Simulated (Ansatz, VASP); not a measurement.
# VCuSi3 in VASP and in Ansatz

```
V Si Cu
1.0
     3.45739    0.00000    0.00000
     0.00000    3.45739    0.00000
     0.00000    0.00000    6.59180
V Si Cu
1 3 1
Cartesian
  0.0000 0.0000 0.6401
  1.7287 1.7287 -0.1209
  0.0000 1.7287 2.4752
  1.7287 0.0000 2.4752
  1.7287 1.7287 4.1544
```

Alike in both runs: functional PBE; k mesh 6 × 6 × 4; occupations gaussian, width 0.1 eV; no spin polarisation.

Ansatz relaxed the structure, and its values are those at the end. VASP's run is a single point on that final structure, the one shown.

```csv
,VASP,Ansatz
version,VASP 6.6.1,Ansatz 0.2.0
potentials or method,"VASP PAW PBE potentials, release 64 (V_sv, Si, Cu), cutoff 520 eV","scalar-relativistic, plane waves, PAW"
valence electrons in the cell,36,44
```

VASP gave:

```
gap on the k mesh at the Fermi level (eV) : none
pressure (GPa)                            : 0.1
rms of the force components (eV/Å)        : 0.017
```

Estimate Ansatz's values.

gap on the k mesh at the Fermi level (eV): none; pressure (GPa): 0.0; rms of the force components (eV/Å): 0.002.

A gap of «none» marks a metal or a gap that the smearing closes. VASP's potentials hold 36 valence electrons a cell and Ansatz's 44, so a difference there can come from the potentials and not from the codes.
